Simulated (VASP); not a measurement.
Input of a VASP 6.6.1 run:

INCAR

```
SYSTEM = Cu
ALGO = Normal
EDIFF = 1E-6
ENCUT = 600
GGA_COMPAT = .FALSE.
ISIF = 2
ISMEAR = 0
LASPH = .TRUE.
LCHARG = .FALSE.
LREAL = .FALSE.
LWAVE = .FALSE.
NBANDS = 12
NELM = 120
PREC = Accurate
SIGMA = 0.1
```

Contents of KPOINTS:

```
k-points
0
G
  12 12 12
  0 0 0
```

Contents of POSCAR:

```
Cu
1.0
   -1.3978572492      1.3978572492      1.3978572492
    1.3978572492     -1.3978572492      1.3978572492
    1.3978572492      1.3978572492     -1.3978572492
Cu
1
Direct
    0.0000000000      0.0000000000      0.0000000000
```

Potentials or basis: VASP PAW LDA potentials, release 64 (Cu).

The run is started by

```bash
$ cat potpaw_LDA.64/Cu/POTCAR > POTCAR
$ mpirun -np 1 vasp_std > vasp.out
```

Question: What does it give for the pressure?

Answer: 1.0 GPa.

Question: What does it give for the band gap on the k mesh?

Answer: Zero (an odd number of electrons rules out a gap without spin polarisation).
